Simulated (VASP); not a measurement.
# Ge (Pm-3m) in VASP: notebook

Runs on Ge. Level: PBE. Tasks: relaxation of cell and atoms.

Program: VASP 6.6.1. These are calculated values, not measurements. Logs are shortened: lines on timing, memory, paths and dates and some standing lists are left out, and cuts for length are marked.

### Step 1. The cell of the first run

Symmetry: Pm-3m, No. 221, cubic system. The conventional cell has a = 2.680 Å, b = 2.680 Å, c = 2.680 Å, α = 90.00°, β = 90.00°, γ = 90.00°. Within 3.5 Å of Ge (site symmetry m-3m) lie 6 Ge at 2.68 Å.

### Step 2. Relaxation of cell and atoms, PBE, target pressure 5 GPa, at which the enthalpy is minimised

Input file INCAR:

```
  PREC = Accurate
  ENCUT = 600
  EDIFF = 1E-7
  ISMEAR = 1
  SIGMA = 0.05
  LREAL = False
  LASPH = True
  NELM = 80
  ALGO = Normal
  ISIF = 3
  LWAVE = False
  LCHARG = False
  GGA = PE
  IBRION = 2
  NSW = 80
  EDIFFG = -0.02
  PSTRESS = 50.0
```

Input file KPOINTS:

```
regular mesh
0
Gamma
  15 15 15
```

Input file POSCAR:

```
Ge
1.0
    2.6800000000      0.0000000000      0.0000000000
    0.0000000000      2.6800000000      0.0000000000
    0.0000000000      0.0000000000      2.6800000000
Ge
1
Direct
    0.0000000000      0.0000000000      0.0000000000
```

Potentials or basis: VASP PAW PBE potentials, release 64 (Ge_d).

Launch:

```sh
$ cat potpaw_PBE.64/Ge_d/POTCAR > POTCAR
$ mpirun -np 1 vasp_std > vasp.out
```

OUTCAR:

```text
PREC = Accurate
   ENCUT = 600
   EDIFF = 1E-7
   ISMEAR = 1
   LREAL = False
   LASPH = True
   NELM = 80
   ISIF = 3
   GGA = PE
   IBRION = 2
   NSW = 80
   EDIFFG = -0.02
   PSTRESS = 50.0

 ion  position               nearest neighbor table
   1  0.000  0.000  0.000-

  LATTYP: Found a simple cubic cell.
 ALAT       =     2.6800000000

  Lattice vectors:

 A1 = (   2.6800000000,   0.0000000000,   0.0000000000)
 A2 = (   0.0000000000,   2.6800000000,   0.0000000000)
 A3 = (   0.0000000000,   0.0000000000,   2.6800000000)

Analysis of symmetry for initial positions (statically):
=====================================================================
 Subroutine PRICEL returns:
 Original cell was already a primitive cell.

 Routine SETGRP: Setting up the symmetry group for a
 simple cubic supercell.

 Subroutine GETGRP returns: Found 48 space group operations
 (whereof 48 operations were pure point group operations)
 out of a pool of 48 trial point group operations.

The static configuration has the point symmetry O_h .

Analysis of symmetry for dynamics (positions and initial velocities):
=====================================================================
 Subroutine PRICEL returns:
 Original cell was already a primitive cell.

 Routine SETGRP: Setting up the symmetry group for a
 simple cubic supercell.

 Subroutine GETGRP returns: Found 48 space group operations
 (whereof 48 operations were pure point group operations)
 out of a pool of 48 trial point group operations.

The dynamic configuration has the point symmetry O_h .

 Subroutine INISYM returns: Found 48 space group operations
 (whereof 48 operations are pure point group operations),
 and found     1 'primitive' translations

----------------------------------------------------------------------------------------

                                     Primitive cell

  volume of cell :      19.2488

  direct lattice vectors                    reciprocal lattice vectors
     2.680000000  0.000000000  0.000000000     0.373134328  0.000000000  0.000000000
     0.000000000  2.680000000  0.000000000     0.000000000  0.373134328  0.000000000
     0.000000000  0.000000000  2.680000000     0.000000000  0.000000000  0.373134328

[... 89 lines left out ...]
   POTIM  = 0.5000    time-step for ionic-motion
   TEBEG  =    0.0;   TEEND  =   0.0 temperature during run
   PSTRESS=   50.0 pullay stress
   NELECT =      14.0000    total number of electrons
   NUPDOWN=      -1.0000    fix difference up-down
   EMIN   =  10.00;   EMAX   =-10.00  energy-range for DOS
   EFERMI =   0.00;   METHOD = LEGACY
   ISMEAR =     1;   SIGMA  =   0.05  broadening in eV -4-tet -1-fermi 0-gaus
   EFERMI_NEDOS =   21; number of points for ismear=-14 and -15
   IALGO  =     38    algorithm
   IMIX   =      4    mixing-type and parameters
     AMIX     =   0.40;   BMIX     =  1.00
     AMIX_MAG =   1.60;   BMIX_MAG =  1.00
  volume/ion in A,a.u.               =      19.25       129.90
  Fermi-wavevector in a.u.,A,eV,Ry     =   1.472254  2.782156 29.491057  2.167532
  Thomas-Fermi vector in A             =   2.587291
   LORBIT       =      0    0 simple, 1 ext, 2 COOP (PROOUT), +10 PAW based schemes
   GGA     = PE    functional components
   LHFCALC =     F    Hartree Fock is set to
   AEXX    =    0.0000 exact exchange contribution
   IVDW    =     0    specifies the selected vdW correction
   LEPSILON=     F    determine dielectric tensor
   LRPA    =     F    only Hartree local field effects (RPA)
 conjugate gradient relaxation of ions
 non-spin polarized calculation
 Methfessel and Paxton  Order N= 1 SIGMA  =   0.05
  energy-cutoff  :      600.00
  volume of cell :       19.25
 maximum number of plane-waves:       657
 NGX is ok and might be reduce to    24
   NGX = 11   NGY = 11   NGZ = 11

--------------------------------------- Ionic step        1  -------------------------------------------

 number of electron      13.9999990 magnetization

 Free energy of the ion-electron system (eV)
  ---------------------------------------------------
  ext. energy  EPLUGINS =         0.00000000
  ---------------------------------------------------
  free energy    TOTEN  =        -4.26221547 eV

  energy without entropy =       -4.26224308  energy(sigma->0) =       -4.26222468

------------------------ aborting loop because EDIFF is reached ----------------------------------------

  FORCE on cell =-STRESS in cart. coord.  units (eV):
  Direction    XX          YY          ZZ          XY          YZ          ZX
  --------------------------------------------------------------------------------------
  -------------------------------------------------------------------------------------
  Total        0.2828816      0.2828816      0.2828816      0.0000000      0.0000000     -0.0000000
  in kB       23.5456598     23.5456598     23.5456598      0.0000000      0.0000000     -0.0000000
  external PRESSURE =     -26.4543402 kB  Pullay stress =      50.0000000 kB
[... 61 lines left out ...]
--------------------------------------- Ionic step        3  -------------------------------------------

 number of electron      14.0000000 magnetization

 Free energy of the ion-electron system (eV)
  ---------------------------------------------------
  ext. energy  EPLUGINS =         0.00000000
  ---------------------------------------------------
  free energy    TOTEN  =        -4.24828078 eV

  energy without entropy =       -4.24820548  energy(sigma->0) =       -4.24825568

 E-fermi :   6.6016     XC(G=0): -11.2428

 val. band max:        6.5756187782   @ k =   0.4000   0.3333   0.0000
 cond. band min:       6.6048693227   @ k =   0.3333   0.3333   0.1333
 fundamental gap:      0.0292505444
 Fermi energy:         6.6015981421

 k-point     1 :       0.0000    0.0000    0.0000
  band No.  band energies     occupation
      1     -18.1192      2.00000
      2     -18.1192      2.00000
      3     -17.8248      2.00000
      4     -17.8248      2.00000
      5     -17.8248      2.00000
      6      -6.6545      2.00000
      7      13.5743      0.00000
      8      13.5743      0.00000
      9      13.5743      0.00000
     10      16.8989      0.00000
     11      16.8989      0.00000
[... 309 lines left out ...]
 k-point    24 :       0.3333    0.2000    0.0000
  band No.  band energies     occupation
      1     -18.0570      2.00000
      2     -17.9194      2.00000
      3     -17.9099      2.00000
      4     -17.8797      2.00000
      5     -17.8459      2.00000
      6      -3.5914      2.00000
      7       4.3786      2.00000
      8       9.8269      0.00000
      9      16.3650      0.00000
     10      18.1439      0.00000
     11      20.9128      0.00000

 [... further k-points ...]
[... 5 lines left out ...]
  --------------------------------------------------------------------------------------
  -------------------------------------------------------------------------------------
  Total        0.5887159      0.5887159      0.5887159      0.0000000      0.0000000     -0.0000000
  in kB       50.6172859     50.6172859     50.6172859      0.0000000      0.0000000     -0.0000000
  external PRESSURE =       0.6172859 kB  Pullay stress =      50.0000000 kB
[... 20 lines left out ...]
  energy  without entropy=       -4.2482054767  energy(sigma->0) =       -4.24825568

  enthalpy is  TOTEN    =        -3.6667443987 eV   P V=        0.5815363825

 reached required accuracy - stopping structural energy minimisation
```

OSZICAR:

```text
N       E                     dE             d eps       ncg     rms          rms(c)
DAV:   1     0.565948410374E+02    0.56595E+02   -0.83250E+03  2777   0.384E+03
DAV:   2     0.504052310940E+00   -0.56091E+02   -0.54267E+02  2700   0.426E+02
DAV:   3    -0.419065736500E+01   -0.46947E+01   -0.46511E+01  3034   0.750E+01
[... 22 lines left out ...]
DAV:   3    -0.424876506070E+01    0.69364E-02   -0.10229E-02  3246   0.233E+00    0.104E-01
DAV:   4    -0.424828149330E+01    0.48357E-03   -0.86746E-04  2994   0.761E-01    0.299E-02
DAV:   5    -0.424828169600E+01   -0.20270E-06   -0.15552E-05  3262   0.728E-02    0.137E-02
DAV:   6    -0.424828076085E+01    0.93515E-06   -0.75577E-07  3162   0.210E-02    0.735E-04
DAV:   7    -0.424828078116E+01   -0.20312E-07   -0.14022E-08  1737   0.200E-03
   3 F= -.36667444E+01 E0= -.36667193E+01  d E =-.523746E-02
```

CONTCAR:

```text
Ge
   1.00000000000000
     2.6511796420027536    0.0000000000000000   -0.0000000000000000
     0.0000000000000000    2.6511796420027536   -0.0000000000000000
     0.0000000000000000    0.0000000000000000    2.6511796420027536
  Ge
     1
Direct
     0.0000000000000000    0.0000000000000000    0.0000000000000000

  0.00000000E+00  0.00000000E+00  0.00000000E+00
```

Wall time 16 s (1 thread of Intel Xeon 6975P-C (Granite Rapids), shared host); peak memory 0.17 GiB.

What came out:

```
Free energy                                            : -4.2483 eV
Relaxed volume                                         : 18.63 Å³/atom
Relaxed cell                                           : a = 2.651 Å, b = 2.651 Å, c = 2.651 Å, α = 90.00°, β = 90.00°, γ = 90.00°
Space group after relaxing (to 0.05 Å)                 : Pm-3m (No. 221)
Energy change on relaxing (the enthalpy is what falls) : +13.9 meV/atom
Ionic steps                                            : 3
Pressure after relaxing                                : 5.1 GPa
Band gap on the k mesh                                 : zero (band 7 reaches 13.57 eV, above the bottom of band 8 at 4.16 eV)
```

Step by step:
```
step  energy change (eV)  largest force (eV/Å)  pressure (GPa)  volume (Å³)
   1              0.0000                0.0000            2.35        19.25
   2              0.0230                0.0000            6.25        18.38
   3              0.0139                0.0000            5.06        18.63
```

Final structure:
```yaml
crystal:
  lattice:
    - [2.65118, 0.00000, 0.00000]
    - [0.00000, 2.65118, 0.00000]
    - [0.00000, 0.00000, 2.65118]
  atoms:
    - { symbol: Ge, position: [0.00000, 0.00000, 0.00000] }
```

Caveat: the cell is relaxed towards a set pressure, so the enthalpy falls and the energy may rise.

(Part 1 of 2 ends here.)
